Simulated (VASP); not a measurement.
# Zn3SnN2 (R-3m) in VASP: single point with PBE

Aim: the single point of Zn3SnN2 with PBE.

All numbers are computed with VASP 6.6.1; they aren't measurements. Logs are shortened: lines on timing, memory, paths and dates and some standing lists are left out, and cuts for length are marked.

## Step 1: The cell of the first run

It takes space group R-3m (No. 166, trigonal). Conventional cell: a = 5.206 Å, b = 5.206 Å, c = 12.948 Å, α = 90.00°, β = 90.00°, γ = 120.00°. Zn (site symmetry 2/m) has 4 Zn at 2.60 Å and 2 Sn at 2.63 Å and 6 N at 3.05 to 3.12 Å within 3.4 Å. Sn (site symmetry -3m) has 6 Zn at 2.63 Å and 6 N at 3.06 Å within 3.5 Å. N (site symmetry 3m) has 9 Zn at 3.05 to 3.12 Å and 3 Sn at 3.06 Å and 4 N at 3.17 to 3.22 Å within 4.0 Å.

## Step 2: Single point, PBE

INCAR reads:

```
PREC = Accurate
ENCUT = 520
EDIFF = 1E-6
ISMEAR = 0
SIGMA = 0.1
LREAL = F
LASPH = T
NELM = 60
ALGO = Normal
ISIF = 2
LWAVE = F
LCHARG = F
GGA = PE
NBANDS = 39
```

KPOINTS reads:

```
Automatic mesh
0
Gamma
  6 6 6
```

POSCAR reads:

```
Zn3SnN2
1.0
    2.6032022200      1.5029595000      4.3161345100
   -2.6032022200      1.5029595000      4.3161345100
    0.0000000000     -3.0059190100      4.3161345100
Zn Sn N
3 1 2
Direct
    0.0000000000      0.5000000000      0.5000000000
    0.5000000000      0.0000000000      0.5000000000
    0.5000000000      0.5000000000      0.0000000000
    0.5000000000      0.5000000000      0.5000000000
    0.8774220300      0.8774220300      0.8774220300
    0.1225779700      0.1225779700      0.1225779700
```

Potentials or basis: VASP PAW PBE potentials, release 64 (Zn, Sn_d, N).

Launch:

```sh
$ cat potpaw_PBE.64/Zn/POTCAR potpaw_PBE.64/Sn_d/POTCAR potpaw_PBE.64/N/POTCAR > POTCAR
$ mpirun -np 1 vasp_std > vasp.out
```

OUTCAR:

```text
PREC = Accurate
   ENCUT = 520
   EDIFF = 1E-6
   ISMEAR = 0
   LREAL = F
   LASPH = T
   NELM = 60
   ISIF = 2
   GGA = PE

 ion  position               nearest neighbor table
   1  0.000  0.500  0.500-   2 2.60   2 2.60   3 2.60   3 2.60   4 2.63   4 2.63
   2  0.500  0.000  0.500-   1 2.60   1 2.60   3 2.60   3 2.60   4 2.63   4 2.63
   3  0.500  0.500  0.000-   1 2.60   2 2.60   2 2.60   1 2.60   4 2.63   4 2.63
   4  0.500  0.500  0.500-   1 2.63   2 2.63   2 2.63   1 2.63   3 2.63   3 2.63
   5  0.877  0.877  0.877-
   6  0.123  0.123  0.123-

  LATTYP: Found a trigonal (rhomboedric) cell.
 ALAT       =     5.2597116048
 COS(alpha) =     0.5100836385

  Lattice vectors:

 A1 = (   2.6032022200,   1.5029595000,   4.3161345100)
 A2 = (  -2.6032022200,   1.5029595000,   4.3161345100)
 A3 = (   0.0000000000,  -3.0059190100,   4.3161345100)

Analysis of symmetry for initial positions (statically):
=====================================================================
 Subroutine PRICEL returns:
 Original cell was already a primitive cell.

 Routine SETGRP: Setting up the symmetry group for a
 trigonal (rhombohedral) supercell.

 Subroutine GETGRP returns: Found 12 space group operations
 (whereof 12 operations were pure point group operations)
 out of a pool of 12 trial point group operations.

The static configuration has the point symmetry D_3d.

Analysis of symmetry for dynamics (positions and initial velocities):
=====================================================================
 Subroutine PRICEL returns:
 Original cell was already a primitive cell.

 Routine SETGRP: Setting up the symmetry group for a
 trigonal (rhombohedral) supercell.

 Subroutine GETGRP returns: Found 12 space group operations
 (whereof 12 operations were pure point group operations)
 out of a pool of 12 trial point group operations.

The dynamic configuration has the point symmetry D_3d.

 Subroutine INISYM returns: Found 12 space group operations
 (whereof 12 operations are pure point group operations),
 and found     1 'primitive' translations

----------------------------------------------------------------------------------------

                                     Primitive cell

  volume of cell :     101.3215

  direct lattice vectors                    reciprocal lattice vectors
     2.603202220  1.502959500  4.316134510     0.192071133  0.110892320  0.077229598
    -2.603202220  1.502959500  4.316134510    -0.192071133  0.110892320  0.077229598
     0.000000000 -3.005919010  4.316134510     0.000000000 -0.221784641  0.077229598

  length of vectors
     5.259711605  5.259711605  5.259711608     0.234846413  0.234846413  0.234846413

  position of ions in fractional coordinates (direct lattice)
     1.000000000  0.500000000  0.500000000
     0.500000000  1.000000000  0.500000000
     0.500000000  0.500000000  0.000000000
     0.500000000  0.500000000  0.500000000
     0.877422030  0.877422030  0.877422030
     0.122577970  0.122577970  0.122577970

  ion indices of the primitive-cell ions
   primitive index   ion index
                 1           1
                 2           2
                 3           3
                 4           4
                 5           5
                 6           6

----------------------------------------------------------------------------------------

 KPOINTS: Automatic mesh

Automatic generation of k-mesh.
 Grid dimensions read from file:
 generate k-points for:    6    6    6

 Generating k-lattice:

  Cartesian coordinates                     Fractional coordinates (reciprocal lattice)
     0.032011856  0.018482053  0.012871600     0.166666667  0.000000000  0.000000000
    -0.032011856  0.018482053  0.012871600     0.000000000  0.166666667  0.000000000
     0.000000000 -0.036964107  0.012871600     0.000000000  0.000000000  0.166666667

  Length of vectors
     0.039141069  0.039141069  0.039141069

  Shift w.r.t. Gamma in fractional coordinates (k-lattice)
     0.000000000  0.000000000  0.000000000

 Subroutine IBZKPT returns following result:
 ===========================================

 Found     32 irreducible k-points:

 Following reciprocal coordinates:
            Coordinates               Weight
  0.000000  0.000000  0.000000      1.000000
  0.166667 -0.000000  0.000000      6.000000
  0.333333  0.000000 -0.000000      6.000000
  0.500000 -0.000000  0.000000      3.000000
  0.166667  0.166667  0.000000      6.000000
  0.333333  0.166667  0.000000     12.000000
[... 16 lines left out ...]
  0.500000  0.500000  0.166667      6.000000
 -0.333333  0.500000  0.166667     12.000000
 [... further k-points ...]
   k-points           NKPTS =     32   k-points in BZ     NKDIM =     32   number of bands    NBANDS=     39
   number of dos      NEDOS =    301   number of ions     NIONS =      6
   total plane-waves  NPLWV =  64000
   dimension x,y,z NGX =    40 NGY =   40 NGZ =   40
   dimension x,y,z NGXF=    80 NGYF=   80 NGZF=   80
   ions per type =               3   1   2
   NGX,Y,Z   is equivalent  to a cutoff of  12.64, 12.64, 12.64 a.u.
   NGXF,Y,Z  is equivalent  to a cutoff of  25.29, 25.29, 25.29 a.u.
 SYSTEM =  unknown system
   PREC   = accura    normal or accurate (medium, high low for compatibility)
   ISTART =      0    job   : 0-new  1-cont  2-samecut
   ICHARG =      2    charge: 1-file 2-atom 10-const
   ISPIN  =      1    spin polarized calculation?
   LNONCOLLINEAR =      F non collinear calculations
   LSORBIT =      F    spin-orbit coupling
   LASPH  =      T    aspherical Exc in radial PAW
   ENCUT  =  520.0 eV  38.22 Ry    6.18 a.u.   9.78  9.78  9.78*2*pi/ulx,y,z
   NELM   =     60;   NELMIN=  2; NELMDL= -5     # of ELM steps
   EDIFF  = 0.1E-05   stopping-criterion for ELM
   LREAL  =      F    real-space projection
   EDIFFG = 0.1E-04   stopping-criterion for IOM
   NSW    =      0    number of steps for IOM
   IBRION =     -1    ionic relax: 0-MD 1-quasi-New 2-CG
   NFREE  =      0    steps in history (QN), initial steepest desc. (CG)
   ISIF   =      2    stress and relaxation
   ISYM   =      2    0-nonsym 1-usesym 2-fastsym
   POTIM  = 0.5000    time-step for ionic-motion
   TEBEG  =    0.0;   TEEND  =   0.0 temperature during run
   PSTRESS=    0.0 pullay stress
   NELECT =      60.0000    total number of electrons
   NUPDOWN=      -1.0000    fix difference up-down
   EMIN   =  10.00;   EMAX   =-10.00  energy-range for DOS
   EFERMI =   0.00;   METHOD = LEGACY
   ISMEAR =     0;   SIGMA  =   0.10  broadening in eV -4-tet -1-fermi 0-gaus
   EFERMI_NEDOS =   21; number of points for ismear=-14 and -15
   IALGO  =     38    algorithm
   IMIX   =      4    mixing-type and parameters
     AMIX     =   0.40;   BMIX     =  1.00
     AMIX_MAG =   1.60;   BMIX_MAG =  1.00
  volume/ion in A,a.u.               =      16.89       113.96
  Fermi-wavevector in a.u.,A,eV,Ry     =   1.374753  2.597907 25.714286  1.889947
  Thomas-Fermi vector in A             =   2.500151
   LORBIT       =      0    0 simple, 1 ext, 2 COOP (PROOUT), +10 PAW based schemes
   GGA     = PE    functional components
   LHFCALC =     F    Hartree Fock is set to
   AEXX    =    0.0000 exact exchange contribution
   IVDW    =     0    specifies the selected vdW correction
   LEPSILON=     F    determine dielectric tensor
   LRPA    =     F    only Hartree local field effects (RPA)
 non-spin polarized calculation
 Gauss-broadening in eV      SIGMA  =   0.10
  energy-cutoff  :      520.00
  volume of cell :      101.32
 maximum number of plane-waves:      2740
   NGX = 19   NGY = 19   NGZ = 19

 number of electron      59.9999971 magnetization

 Free energy of the ion-electron system (eV)
  ---------------------------------------------------
  ext. energy  EPLUGINS =         0.00000000
  ---------------------------------------------------
  free energy    TOTEN  =       -13.63023804 eV

  energy without entropy =      -13.60192403  energy(sigma->0) =      -13.61608103

 E-fermi :   3.1731     XC(G=0): -10.5385

 val. band max:        3.1727215719   @ k =   0.5000   0.3333   0.0000
 cond. band min:       3.1806759526   @ k =  -0.1667   0.5000   0.1667
 fundamental gap:      0.0079543808
 Fermi energy:         3.1730554819

 k-point     1 :       0.0000    0.0000    0.0000
  band No.  band energies     occupation
      1     -18.6183      2.00000
      2     -18.6183      2.00000
      3     -18.6084      2.00000
      4     -18.4983      2.00000
      5     -18.4983      2.00000
      6      -9.7883      2.00000
[... 31 lines left out ...]
     38       6.2998      0.00000
     39      12.0828      0.00000

 k-point     2 :       0.1667   -0.0000    0.0000
  band No.  band energies     occupation
      1     -18.6182      2.00000
      2     -18.6166      2.00000
      3     -18.6069      2.00000
      4     -18.4985      2.00000
      5     -18.4978      2.00000
      6      -9.6785      2.00000
[... 31 lines left out ...]
     38       6.9747      0.00000
     39      12.5815      0.00000

 k-point     3 :       0.3333    0.0000   -0.0000
  band No.  band energies     occupation
      1     -18.6181      2.00000
      2     -18.6143      2.00000
      3     -18.6027      2.00000
      4     -18.4989      2.00000
      5     -18.4970      2.00000
      6      -9.4066      2.00000
[... 31 lines left out ...]
     38       8.4833      0.00000
     39      11.6443      0.00000

 k-point     4 :       0.5000   -0.0000    0.0000
  band No.  band energies     occupation
      1     -18.6180      2.00000
      2     -18.6135      2.00000
      3     -18.6003      2.00000
      4     -18.4991      2.00000
      5     -18.4965      2.00000
      6      -9.2082      2.00000
[... 31 lines left out ...]
     38       9.7621      0.00000
     39      10.8631      0.00000
[... 754 lines left out ...]
     38      10.4054      0.00000
     39      10.5173      0.00000

 k-point    23 :       0.5000    0.5000    0.1667
  band No.  band energies     occupation
      1     -18.6132      2.00000
      2     -18.6058      2.00000
      3     -18.5966      2.00000
      4     -18.4984      2.00000
      5     -18.4966      2.00000
      6      -9.1231      2.00000
[... 31 lines left out ...]
     38       9.1665      0.00000
     39       9.6457      0.00000

 k-point    24 :      -0.3333    0.5000    0.1667
  band No.  band energies     occupation
      1     -18.6136      2.00000
      2     -18.6076      2.00000
      3     -18.5976      2.00000
      4     -18.4983      2.00000
      5     -18.4968      2.00000
      6      -8.9483      2.00000
[... 31 lines left out ...]
     38       9.4932      0.00000
     39      10.8441      0.00000

 [... further k-points ...]
[... 5 lines left out ...]
  --------------------------------------------------------------------------------------
  -------------------------------------------------------------------------------------
  Total       -5.5345893     -5.5345893      2.7318564      0.0000000     -0.0000000      0.0000000
  in kB      -87.5174334    -87.5174335     43.1983393      0.0000000     -0.0000000      0.0000000
  external PRESSURE =     -43.9455092 kB  Pullay stress =       0.0000000 kB

 VOLUME and BASIS-vectors are now :
 -----------------------------------------------------------------------------
  energy-cutoff  :      520.00
  volume of cell :      101.32
      direct lattice vectors                 reciprocal lattice vectors
     2.603202220  1.502959500  4.316134510     0.192071133  0.110892320  0.077229598
    -2.603202220  1.502959500  4.316134510    -0.192071133  0.110892320  0.077229598
     0.000000000 -3.005919010  4.316134510     0.000000000 -0.221784641  0.077229598

 POSITION                                       TOTAL-FORCE (eV/Angst)
 -----------------------------------------------------------------------------------
     -1.30160     -0.75148      4.31613         0.000000     -0.000000     -0.000000
      1.30160     -0.75148      4.31613         0.000000     -0.000000      0.000000
      0.00000      1.50296      4.31613        -0.000000     -0.000000     -0.000000
      0.00000     -0.00000      6.47420        -0.000000     -0.000000     -0.000000
      0.00000     -0.00000     11.36121         0.000000     -0.000000      0.040167
      0.00000     -0.00000      1.58719         0.000000      0.000000     -0.040167
 -----------------------------------------------------------------------------------
    total drift:                               -0.000000      0.000000     -0.000000

  FREE ENERGIE OF THE ION-ELECTRON SYSTEM (eV)
  ---------------------------------------------------
  free  energy   TOTEN  =       -13.6302380356 eV

  energy  without entropy=      -13.6019240258  energy(sigma->0) =      -13.61608103
```

Wall time 82 s (1 thread of Intel Xeon 6975P-C (Granite Rapids), shared host); peak memory 0.29 GiB.

What came out:

| Property | Result |
| --- | --- |
| Free energy | -13.6302 eV |
| Pressure | -4.4 GPa |
| Largest force | 0.040 eV/Å |
| Band gap on the k mesh | zero (band 30 reaches 3.26 eV, above the bottom of band 31 at 2.51 eV) |

Forces in eV/Å, atoms in the order of the input:
```
Zn   0.000  0.000  0.000
Zn   0.000  0.000  0.000
Zn   0.000  0.000  0.000
Sn   0.000  0.000  0.000
N    0.000  0.000  0.040
N    0.000  0.000 -0.040
```

Stress tensor (GPa, compression positive):
```
-8.75  0.00  0.00
 0.00 -8.75  0.00
 0.00  0.00  4.32
```

Caveat: spin-orbit coupling is left out, which moves the levels of the heavy elements.
